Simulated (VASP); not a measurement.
The system is V.

```
V
1.0
    -1.46102    1.46102    1.46102
     1.46102   -1.46102    1.46102
     1.46102    1.46102   -1.46102
V
1
Direct
  0.00000 0.00000 0.00000
```

Base run:

* Program: VASP 6.6.1
* Functional: PBEsol
* Potentials or basis: VASP PAW PBE potentials, release 64 (V_sv)
* Cutoff: 520 eV
* k mesh: 15 × 15 × 15
* Occupations: fermi-dirac, width 0.03 eV
* Spin: no spin polarisation

Its results: pressure 8.1 GPa.

Q: The run is repeated on the same cell with these changes: functional from PBEsol to r2SCAN. What comes out?

A: Pressure 13.8 GPa.

Caveats: the PAW data sets were made with another functional, which shifts forces and pressure a little.
